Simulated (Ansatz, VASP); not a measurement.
**SnSe2: VASP beside Ansatz**

```
Sn Se
1.0
     3.79913    0.00000    0.00000
    -1.89956    3.29014    0.00000
     0.00000    0.00000    5.89784
Sn Se
1 2
Direct
  0.00000 0.00000 0.00000
  0.33333 0.66667 0.26740
  0.66667 0.33333 0.73260
```

Alike in both runs: functional LDA; k mesh 12 × 12 × 6; occupations gaussian, width 0.02 eV; no spin polarisation.

Ansatz relaxed the structure, and its values are those at the end. VASP's run is a single point on that final structure, the one shown.

|  | VASP | Ansatz |
| --- | --- | --- |
| version | VASP 6.6.1 | Ansatz 0.2.0 |
| potentials or method | VASP PAW LDA potentials, release 64 (Sn_d, Se), cutoff 520 eV | scalar-relativistic, plane waves, PAW |
| valence electrons in the cell | 26 | 46 |

```tsv
	VASP	Ansatz	Ansatz less VASP
gap on the k mesh at the Fermi level (eV)	0.18	0.17	-0.010
least direct gap on the mesh (eV)	0.71	0.69	-0.014
pressure (GPa)	0.2	0.0	-0.17
rms of the force components (eV/Å)	0.013	0.002	-0.0111
```

LDA's correlation is that of Perdew and Zunger in VASP and of Perdew and Wang (1992) in Ansatz. VASP's potentials hold 26 valence electrons a cell and Ansatz's 46, so a difference there can come from the potentials and not from the codes.
